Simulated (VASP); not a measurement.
The system is Al2CuSe4.

```
Cu Al Se
1.0
     0.00000    5.48430    0.00000
     5.48430    0.00000    0.00000
     2.74215    2.74215   -5.43147
Cu Al Se
1 2 4
Direct
  0.00000 0.00000 0.00000
  0.75000 0.25000 0.50000
  0.50000 0.50000 0.00000
  0.38000 0.39000 0.74000
  0.61000 0.12000 0.26000
  0.88000 0.87000 0.74000
  0.13000 0.62000 0.26000
```

| Quantity | Value |
| --- | --- |
| Program | VASP 6.6.1 |
| Task | relaxation of cell and atoms |
| Functional | PBE |
| Potentials or basis | VASP PAW PBE potentials, release 64 (Cu, Al, Se) |
| Cutoff | 600 eV |
| k mesh | 5 × 5 × 5 |
| Occupations | fermi-dirac, width 0.0125 eV |
| Spin | no spin polarisation |

At the start: pressure 3.1 GPa; volume 23.34 Å³/atom.

Problem. Where does the relaxation end?

Solution. Over 8 steps the energy falls by 17.9 meV/atom and the volume is 24.12 Å³/atom (+3.4 %); space group I-4 (No. 82, to 0.1 Å) before and after.

The path:
| step | energy change (eV) | largest force (eV/Å) | pressure (GPa) | volume (Å³) |
| --- | --- | --- | --- | --- |
| 1 | 0.0000 | 0.6668 | 3.13 | 163.37 |
| 2 | -0.0925 | 0.1556 | -1.50 | 174.38 |
| 3 | -0.1059 | 0.2317 | -0.42 | 171.36 |
| 4 | -0.1173 | 0.1394 | -0.24 | 170.48 |
| 5 | -0.1235 | 0.0565 | 0.01 | 169.19 |
| 6 | -0.1235 | 0.0542 | -0.01 | 169.23 |
| 7 | -0.1241 | 0.0423 | -0.04 | 169.13 |
| 8 | -0.1250 | 0.0237 | -0.13 | 168.84 |

Final structure:
```
Cu Al Se
1.0
     0.00000    5.56454    0.00000
     5.56454    0.00000    0.00000
     2.78227    2.78227   -5.45279
Cu Al Se
1 2 4
Cartesian
  0.0000 0.0000 0.0000
  2.7823 5.5645 -2.7264
  2.7823 2.7823 0.0000
  4.2260 4.1154 -4.0332
  1.3331 4.1208 -1.4196
  6.9031 7.0137 -4.0332
  4.2314 1.4437 -1.4196
```
